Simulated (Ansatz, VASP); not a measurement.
## K in VASP and in Ansatz

```xyz
1
Lattice="4.0563 0.0000 0.0000 0.0000 4.0563 0.0000 0.0000 0.0000 4.8675" Properties=species:S:1:pos:R:3 pbc="T T T"
K     0.0000    0.0000    0.0000
```

Alike in both runs: task single point; functional PBE; k mesh 12 × 12 × 12; occupations gaussian, width 0.15 eV; no spin polarisation.

|  | VASP | Ansatz |
| --- | --- | --- |
| version | VASP 6.6.1 | Ansatz 0.2.0 |
| potentials or method | VASP PAW PBE potentials, release 64 (K_sv), cutoff 520 eV | scalar-relativistic, plane waves, PAW |
| valence electrons in the cell | 9 | 9 |

|  | VASP | Ansatz | Ansatz less VASP |
| --- | --- | --- | --- |
| gap on the k mesh at the Fermi level (eV) | none | none | - |
| pressure (GPa) | 0.1 | 0.2 | +0.01 |
| traceless stress, the component that is largest in VASP (GPa) | -0.94 | -0.94 | +0.001 |

A gap of «none» marks a metal or a gap that the smearing closes.
